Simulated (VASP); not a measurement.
# GaP (R-3m) in VASP: settings compared

GaP is run at these levels: LDA, BLYP, PBEsol; tasks: single point.

Program: VASP 6.6.1. These are calculated values, not measurements. Logs are shortened: lines on timing, memory, paths and dates and some standing lists are left out, and cuts for length are marked.

**1. The cell of the first run**

Symmetry: R-3m, No. 166, trigonal system. The conventional cell has a = 3.886 Å, b = 3.886 Å, c = 19.292 Å, α = 90.00°, β = 90.00°, γ = 120.00°. Ga (site symmetry 3m) has 3 P at 2.40 Å and 1 Ga at 2.49 Å within 3.2 Å. P (site symmetry 3m) has 1 P at 2.21 Å and 3 Ga at 2.40 Å within 2.9 Å.

**2. Single point, LDA**

Input file INCAR:

```
SYSTEM = GaP
ALGO = Normal
EDIFF = 1E-6
ENCUT = 500
GGA_COMPAT = .False.
ISIF = 2
ISMEAR = 0
LASPH = .True.
LCHARG = .False.
LREAL = .False.
LWAVE = .False.
NBANDS = 26
NELM = 120
PREC = Accurate
SIGMA = 0.01
```

Input file KPOINTS:

```
k-points
0
Gamma
  3 3 3
  0 0 0
```

Input file POSCAR:

```
GaP
1.0
    1.9430150000      1.1218000000      6.4308100000
   -1.9430150000      1.1218000000      6.4308100000
    0.0000000000     -2.2436010000      6.4308100000
Ga P
2 2
Direct
    0.4353720000      0.4353720000      0.4353720000
    0.5646280000      0.5646280000      0.5646280000
    0.0573890000      0.0573890000      0.0573890000
    0.9426110000      0.9426110000      0.9426110000
```

Potentials or basis: VASP PAW LDA potentials, release 64 (Ga_d, P).

Command:

```bash
> cat potpaw_LDA.64/Ga_d/POTCAR potpaw_LDA.64/P/POTCAR > POTCAR
> mpirun -np 1 vasp_std > vasp.out
```

OUTCAR:

```text
SYSTEM = GaP
   EDIFF = 1E-6
   ENCUT = 500
   ISIF = 2
   ISMEAR = 0
   LASPH = .True.
   LREAL = .False.
   NELM = 120
   PREC = Accurate

 ion  position               nearest neighbor table
   1  0.435  0.435  0.435-   3 2.40   3 2.40   3 2.40   2 2.49
   2  0.565  0.565  0.565-   4 2.40   4 2.40   4 2.40   1 2.49
   3  0.057  0.057  0.057-   4 2.21   1 2.40   1 2.40   1 2.40
   4  0.943  0.943  0.943-   3 2.21   2 2.40   2 2.40   2 2.40

  LATTYP: Found a trigonal (rhomboedric) cell.
 ALAT       =     6.8109514597
 COS(alpha) =     0.8372328435

  Lattice vectors:

 A1 = (   1.9430150000,   1.1218000000,   6.4308100000)
 A2 = (  -1.9430150000,   1.1218000000,   6.4308100000)
 A3 = (   0.0000000000,  -2.2436010000,   6.4308100000)

Analysis of symmetry for initial positions (statically):
=====================================================================
 Subroutine PRICEL returns:
 Original cell was already a primitive cell.

 Routine SETGRP: Setting up the symmetry group for a
 trigonal (rhombohedral) supercell.

 Subroutine GETGRP returns: Found 12 space group operations
 (whereof 12 operations were pure point group operations)
 out of a pool of 12 trial point group operations.

The static configuration has the point symmetry D_3d.

Analysis of symmetry for dynamics (positions and initial velocities):
=====================================================================
 Subroutine PRICEL returns:
 Original cell was already a primitive cell.

 Routine SETGRP: Setting up the symmetry group for a
 trigonal (rhombohedral) supercell.

 Subroutine GETGRP returns: Found 12 space group operations
 (whereof 12 operations were pure point group operations)
 out of a pool of 12 trial point group operations.

The dynamic configuration has the point symmetry D_3d.

 Subroutine INISYM returns: Found 12 space group operations
 (whereof 12 operations are pure point group operations),
 and found     1 'primitive' translations

----------------------------------------------------------------------------------------

                                     Primitive cell

  volume of cell :      84.1024

  direct lattice vectors                    reciprocal lattice vectors
     1.943015000  1.121800000  6.430810000     0.257332033  0.148570705  0.051833810
    -1.943015000  1.121800000  6.430810000    -0.257332033  0.148570705  0.051833810
     0.000000000 -2.243601000  6.430810000     0.000000000 -0.297141410  0.051833787

  length of vectors
     6.810951460  6.810951460  6.810951674     0.301628536  0.301628536  0.301628512

  position of ions in fractional coordinates (direct lattice)
     0.435372000  0.435372000  0.435372000
     0.564628000  0.564628000  0.564628000
     0.057389000  0.057389000  0.057389000
     0.942611000  0.942611000  0.942611000

  ion indices of the primitive-cell ions
   primitive index   ion index
                 1           1
                 2           2
                 3           3
                 4           4

----------------------------------------------------------------------------------------

 KPOINTS: k-points

Automatic generation of k-mesh.
 Grid dimensions read from file:
 generate k-points for:    3    3    3

 Generating k-lattice:

  Cartesian coordinates                     Fractional coordinates (reciprocal lattice)
     0.085777344  0.049523568  0.017277937     0.333333333 -0.000000000 -0.000000000
    -0.085777344  0.049523568  0.017277937    -0.000000000  0.333333333 -0.000000000
     0.000000000 -0.099047137  0.017277929    -0.000000000 -0.000000000  0.333333333

  Length of vectors
     0.100542845  0.100542845  0.100542837

  Shift w.r.t. Gamma in fractional coordinates (k-lattice)
     0.000000000  0.000000000  0.000000000

 Subroutine IBZKPT returns following result:
 ===========================================

 Found      6 irreducible k-points:

 Following reciprocal coordinates:
            Coordinates               Weight
  0.000000  0.000000  0.000000      1.000000
  0.333333 -0.000000  0.000000      6.000000
  0.333333  0.333333  0.000000      6.000000
 -0.333333  0.333333  0.000000      6.000000
  0.333333  0.333333  0.333333      2.000000
 -0.333333  0.333333  0.333333      6.000000
   k-points           NKPTS =      6   k-points in BZ     NKDIM =      6   number of bands    NBANDS=     26
   number of dos      NEDOS =    301   number of ions     NIONS =      4
   total plane-waves  NPLWV = 125000
   dimension x,y,z NGX =    50 NGY =   50 NGZ =   50
   dimension x,y,z NGXF=   100 NGYF=  100 NGZF=  100
   ions per type =               2   2
   NGX,Y,Z   is equivalent  to a cutoff of  12.20, 12.20, 12.20 a.u.
   NGXF,Y,Z  is equivalent  to a cutoff of  24.41, 24.41, 24.41 a.u.
 SYSTEM =  GaP
   PREC   = accura    normal or accurate (medium, high low for compatibility)
   ISTART =      0    job   : 0-new  1-cont  2-samecut
   ICHARG =      2    charge: 1-file 2-atom 10-const
   ISPIN  =      1    spin polarized calculation?
   LNONCOLLINEAR =      F non collinear calculations
   LSORBIT =      F    spin-orbit coupling
   LASPH  =      T    aspherical Exc in radial PAW
   ENCUT  =  500.0 eV  36.75 Ry    6.06 a.u.  12.42 12.42 12.42*2*pi/ulx,y,z
   NELM   =    120;   NELMIN=  2; NELMDL= -5     # of ELM steps
   EDIFF  = 0.1E-05   stopping-criterion for ELM
   LREAL  =      F    real-space projection
   EDIFFG = 0.1E-04   stopping-criterion for IOM
   NSW    =      0    number of steps for IOM
   IBRION =     -1    ionic relax: 0-MD 1-quasi-New 2-CG
   NFREE  =      0    steps in history (QN), initial steepest desc. (CG)
   ISIF   =      2    stress and relaxation
   ISYM   =      2    0-nonsym 1-usesym 2-fastsym
   POTIM  = 0.5000    time-step for ionic-motion
   TEBEG  =    0.0;   TEEND  =   0.0 temperature during run
   PSTRESS=    0.0 pullay stress
   NELECT =      36.0000    total number of electrons
   NUPDOWN=      -1.0000    fix difference up-down
   EMIN   =  10.00;   EMAX   =-10.00  energy-range for DOS
   EFERMI =   0.00;   METHOD = LEGACY
   ISMEAR =     0;   SIGMA  =   0.01  broadening in eV -4-tet -1-fermi 0-gaus
   EFERMI_NEDOS =   21; number of points for ismear=-14 and -15
   IALGO  =     38    algorithm
   IMIX   =      4    mixing-type and parameters
     AMIX     =   0.40;   BMIX     =  1.00
     AMIX_MAG =   1.60;   BMIX_MAG =  1.00
  volume/ion in A,a.u.               =      21.03       141.89
  Fermi-wavevector in a.u.,A,eV,Ry     =   1.233785  2.331515 20.711131  1.522225
  Thomas-Fermi vector in A             =   2.368501
   LORBIT       =      0    0 simple, 1 ext, 2 COOP (PROOUT), +10 PAW based schemes
   GGA     = CA    functional components
   LHFCALC =     F    Hartree Fock is set to
   AEXX    =    0.0000 exact exchange contribution
   IVDW    =     0    specifies the selected vdW correction
   LEPSILON=     F    determine dielectric tensor
   LRPA    =     F    only Hartree local field effects (RPA)
 non-spin polarized calculation
 Gauss-broadening in eV      SIGMA  =   0.01
  energy-cutoff  :      500.00
  volume of cell :       84.10
 maximum number of plane-waves:      2151
 NGX is ok and might be reduce to    50
   NGX = 25   NGY = 25   NGZ = 25

 number of electron      35.9999999 magnetization

 Free energy of the ion-electron system (eV)
  ---------------------------------------------------
  ext. energy  EPLUGINS =         0.00000000
  ---------------------------------------------------
  free energy    TOTEN  =       -19.80825602 eV

  energy without entropy =      -19.80825602  energy(sigma->0) =      -19.80825602

 E-fermi :   4.6031     XC(G=0):  -9.9776

 val. band max:        4.5268757616   @ k =   0.0000   0.0000   0.0000
 cond. band min:       5.4382702462   @ k =   0.3333   0.3333   0.3333
 fundamental gap:      0.9113944846
 Fermi energy:         4.6031224438

 k-point     1 :       0.0000    0.0000    0.0000
  band No.  band energies     occupation
      1     -10.4708      2.00000
      2     -10.3391      2.00000
      3     -10.3391      2.00000
      4     -10.3200      2.00000
      5     -10.3200      2.00000
      6     -10.2731      2.00000
[... 18 lines left out ...]
     25       8.8022      0.00000
     26      12.2702      0.00000

 k-point     2 :       0.3333   -0.0000    0.0000
  band No.  band energies     occupation
      1     -10.4541      2.00000
      2     -10.4117      2.00000
      3     -10.3544      2.00000
      4     -10.3350      2.00000
      5     -10.2884      2.00000
      6     -10.2879      2.00000
[... 18 lines left out ...]
     25      11.2203      0.00000
     26      11.4377      0.00000

 k-point     3 :       0.3333    0.3333    0.0000
  band No.  band energies     occupation
      1     -10.4542      2.00000
      2     -10.3912      2.00000
      3     -10.3696      2.00000
      4     -10.3388      2.00000
      5     -10.2881      2.00000
      6     -10.2870      2.00000
[... 18 lines left out ...]
     25      11.9158      0.00000
     26      12.5458      0.00000

 k-point     4 :      -0.3333    0.3333    0.0000
  band No.  band energies     occupation
      1     -10.4356      2.00000
      2     -10.4253      2.00000
      3     -10.3770      2.00000
      4     -10.3207      2.00000
      5     -10.3187      2.00000
      6     -10.2578      2.00000
[... 18 lines left out ...]
     25      11.8772      0.00000
     26      11.8934      0.00000

 k-point     5 :       0.3333    0.3333    0.3333
  band No.  band energies     occupation
      1     -10.4700      2.00000
      2     -10.3378      2.00000
      3     -10.3378      2.00000
      4     -10.3217      2.00000
      5     -10.3217      2.00000
      6     -10.2738      2.00000
[... 18 lines left out ...]
     25       9.2402      0.00000
     26      12.0818      0.00000

 k-point     6 :      -0.3333    0.3333    0.3333
  band No.  band energies     occupation
      1     -10.4511      2.00000
      2     -10.4027      2.00000
      3     -10.3609      2.00000
      4     -10.3366      2.00000
      5     -10.2890      2.00000
      6     -10.2884      2.00000
[... 18 lines left out ...]
     25      11.5974      0.00000
     26      12.1297      0.00000

------------------------ aborting loop because EDIFF is reached ----------------------------------------

  FORCE on cell =-STRESS in cart. coord.  units (eV):
  Direction    XX          YY          ZZ          XY          YZ          ZX
  --------------------------------------------------------------------------------------
  -------------------------------------------------------------------------------------
  Total       -1.6491502     -1.6491505     -3.1547782      0.0000000      0.0000002      0.0000000
  in kB      -31.4168139    -31.4168195    -60.0994868      0.0000000      0.0000031      0.0000000
  external PRESSURE =     -40.9777067 kB  Pullay stress =       0.0000000 kB

 VOLUME and BASIS-vectors are now :
 -----------------------------------------------------------------------------
  energy-cutoff  :      500.00
  volume of cell :       84.10
      direct lattice vectors                 reciprocal lattice vectors
     1.943015000  1.121800000  6.430810000     0.257332033  0.148570705  0.051833810
    -1.943015000  1.121800000  6.430810000    -0.257332033  0.148570705  0.051833810
     0.000000000 -2.243601000  6.430810000     0.000000000 -0.297141410  0.051833787

 POSITION                                       TOTAL-FORCE (eV/Angst)
 -----------------------------------------------------------------------------------
      0.00000     -0.00000      8.39938         0.000000     -0.000000      0.021078
      0.00000     -0.00000     10.89305         0.000000      0.000000     -0.021078
      0.00000     -0.00000      1.10717         0.000000      0.000000     -0.012536
      0.00000     -0.00000     18.18526         0.000000     -0.000000      0.012536
 -----------------------------------------------------------------------------------
    total drift:                                0.000000     -0.000000      0.000000

  FREE ENERGIE OF THE ION-ELECTRON SYSTEM (eV)
  ---------------------------------------------------
  free  energy   TOTEN  =       -19.8082560197 eV

  energy  without entropy=      -19.8082560197  energy(sigma->0) =      -19.80825602
```

Run time: 39 s. Hardware: 1 thread of Intel Xeon Platinum 8488C (Sapphire Rapids), shared host; peak memory 0.25 GiB.

Results:

```
Free energy            : -19.8083 eV
Pressure               : -4.1 GPa
Largest force          : 0.021 eV/Å
Band gap on the k mesh : 0.91 eV, indirect (least direct gap 0.92 eV)
```

Forces on the atoms (eV/Å):
```
Ga   0.000  0.000  0.021
Ga   0.000  0.000 -0.021
P    0.000  0.000 -0.013
P    0.000  0.000  0.013
```

Stress tensor (GPa, compression positive):
```
-3.14  0.00  0.00
 0.00 -3.14  0.00
 0.00  0.00 -6.01
```

Caveat: the k points lie up to 0.63 Å⁻¹ apart. A k mesh can miss the band edges.

**3. Single point, BLYP**

Input file INCAR:

```
SYSTEM = GaP
AGGAC = 1.0
AGGAX = 1.0
ALDAC = 0.0
ALDAX = 1.0
ALGO = Normal
EDIFF = 1E-6
ENCUT = 500
GGA = B5
GGA_COMPAT = .FALSE.
ISIF = 2
ISMEAR = 0
LASPH = .TRUE.
LCHARG = .FALSE.
LREAL = .FALSE.
LWAVE = .FALSE.
NBANDS = 26
NELM = 120
PREC = Accurate
SIGMA = 0.01
```

Input file KPOINTS:

```
k-points
0
G
  3 3 3
  0 0 0
```

POSCAR is that of step 2.

Potentials or basis: VASP PAW PBE potentials, release 64 (Ga_d, P).

Command:

```bash
> cat potpaw_PBE.64/Ga_d/POTCAR potpaw_PBE.64/P/POTCAR > POTCAR
> mpirun -np 1 vasp_std > vasp.out
```

Wall time 78 s (1 thread of Intel Xeon Platinum 8488C (Sapphire Rapids), shared host); peak memory 0.33 GiB.

Results (log left out):

| Item | Value |
| --- | --- |
| Free energy | -14.6061 eV |
| Pressure | 4.4 GPa |
| Largest force | 0.135 eV/Å |
| Band gap on the k mesh | 1.13 eV, indirect (least direct gap 1.18 eV) |

Forces in eV/Å, atoms in the order of the input:
```
Ga   0.000  0.000  0.135
Ga   0.000  0.000 -0.135
P    0.000  0.000 -0.034
P    0.000  0.000  0.034
```

Stress tensor (GPa, compression positive):
```
5.37 0.00 0.00
0.00 5.37 0.00
0.00 0.00 2.42
```

Levels at points of the mesh, in eV from the valence-band top:
| k point | band 14 | band 15 | band 16 | band 17 | band 18 | band 19 | band 20 | band 21 | band 22 | band 23 |
| --- | --- | --- | --- | --- | --- | --- | --- | --- | --- | --- |
| (0.00, 0.00, 0.00) | -1.75 | -1.75 | -0.28 | 0.00 | 0.00 | 1.18 | 1.36 | 2.79 | 3.67 | 3.67 |

Caveat: the k points lie up to 0.63 Å⁻¹ apart; the PAW data sets were made with another functional, which shifts forces and pressure a little. A k mesh can miss the band edges.

**4. Single point, PBEsol**

Input file INCAR:

```
ALGO = Normal
EDIFF = 1E-6
ENCUT = 500
GGA = PS
GGA_COMPAT = False
ISIF = 2
ISMEAR = 0
LASPH = True
LCHARG = False
LREAL = False
LWAVE = False
NBANDS = 26
NELM = 120
PREC = Accurate
SIGMA = 0.01
```

Input file KPOINTS:

```
k-points
0
Gamma
  3 3 3
```

POSCAR is that of step 3.

Command:

```bash
> cat potpaw_PBE.64/Ga_d/POTCAR potpaw_PBE.64/P/POTCAR > POTCAR
> mpirun -np 1 vasp_std > vasp.out
```

Wall time 45 s (1 thread of Intel Xeon Platinum 8488C (Sapphire Rapids), shared host); peak memory 0.33 GiB.

The run converged. Its results:

- Free energy: -18.7982 eV
- Pressure: -2.2 GPa
- Largest force: 0.018 eV/Å
- Band gap on the k mesh: 0.98 eV, indirect (least direct gap 0.99 eV)

Forces in eV/Å, atoms in the order of the input:
```
Ga   0.000  0.000  0.018
Ga   0.000  0.000 -0.018
P    0.000  0.000 -0.014
P    0.000  0.000  0.014
```

Stress tensor (GPa, compression positive):
```
-1.28  0.00  0.00
 0.00 -1.28  0.00
 0.00  0.00 -3.95
```

Levels at points of the mesh, in eV from the valence-band top:
| k point | band 14 | band 15 | band 16 | band 17 | band 18 | band 19 | band 20 | band 21 | band 22 | band 23 |
| --- | --- | --- | --- | --- | --- | --- | --- | --- | --- | --- |
| (0.00, 0.00, 0.00) | -1.79 | -1.79 | -0.28 | 0.00 | 0.00 | 0.99 | 1.43 | 2.67 | 3.57 | 3.57 |

Caveat: the k points lie up to 0.63 Å⁻¹ apart; the PAW data sets were made with another functional, which shifts forces and pressure a little. A k mesh can miss the band edges.

**5. Overview**

| level | potentials or basis | gap on the mesh (eV) | pressure (GPa) | largest force (eV/Å) |
| --- | --- | --- | --- | --- |
| LDA | VASP PAW LDA potentials, release 64 (Ga_d, P) | 0.91 | -4.1 | 0.02 |
| BLYP | VASP PAW PBE potentials, release 64 (Ga_d, P) | 1.13 | 4.4 | 0.14 |
| PBEsol | VASP PAW PBE potentials, release 64 (Ga_d, P) | 0.98 | -2.2 | 0.02 |

Alike in all rows: task single point; no spin polarisation; cell as given; k mesh 3 × 3 × 3; cutoff (eV) 500; smearing gaussian 0.01 eV.

Caveats: all runs use coarse meshes; the PAW data sets were made with another functional, which shifts forces and pressure a little (some runs).

Total energies depend on the potentials used, so only differences within one code and one set of settings carry meaning.
